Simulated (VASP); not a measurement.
Set up this calculation in VASP 6.6.1, as the native input.

```
Task                   : single point
Functional             : PBE
Dispersion             : D3(BJ)
Potentials or basis    : VASP PAW PBE potentials, release 64 (Hg)
Cutoff                 : 520 eV
k mesh                 : 18 × 18 × 10
Occupations            : gaussian, width 0.15 eV
Spin                   : no spin polarisation
Dipole correction      : no
Further INCAR settings : ALGO = Fast; EDIFF = 1e-07; NBANDS = 19
```

The structure of Hg lies in POSCAR:

```
Hg
1.0
    3.3963293893      0.0000000000      0.0000000000
   -1.6981646947      2.9413075308      0.0000000000
    0.0000000000      0.0000000000      5.3557436179
Hg
2
Direct
    0.6666666667      0.3333333333      0.7500000000
    0.3333333333      0.6666666667      0.2500000000
```

One way to write it, as run:

INCAR

```
SYSTEM = Hg
PREC = Accurate ; ENCUT = 520
EDIFF = 1E-7 ; ISMEAR = 0
SIGMA = 0.15 ; LREAL = .FALSE.
LASPH = .TRUE. ; NELM = 60
ALGO = Fast ; ISIF = 2
LWAVE = .FALSE. ; LCHARG = .TRUE.
GGA = PE ; IVDW = 12
LELF = .TRUE. ; LVHAR = .TRUE.
NBANDS = 19
```

KPOINTS

```
Automatic mesh
0
G
  18 18 10
  0 0 0
```

Potentials or basis: VASP PAW PBE potentials, release 64 (Hg).

Command:

```console
$ cat potpaw_PBE.64/Hg/POTCAR > POTCAR
$ mpirun -np 1 vasp_std > vasp.out
```

It gave:

```yaml
Pressure: -0.4 GPa
Band_gap_on_the_k_mesh: zero (bands 12 and 13 overlap by 0.69 eV)
Dispersion_energy_per_atom: -0.391 eV
```

Caveat: spin-orbit coupling is left out, which moves the levels of the heavy elements.

Run time: 3.3 min on 1 thread of Intel(R) Xeon(R) 6975P-C (Granite Rapids), on a shared host, peak memory 0.32 GiB.
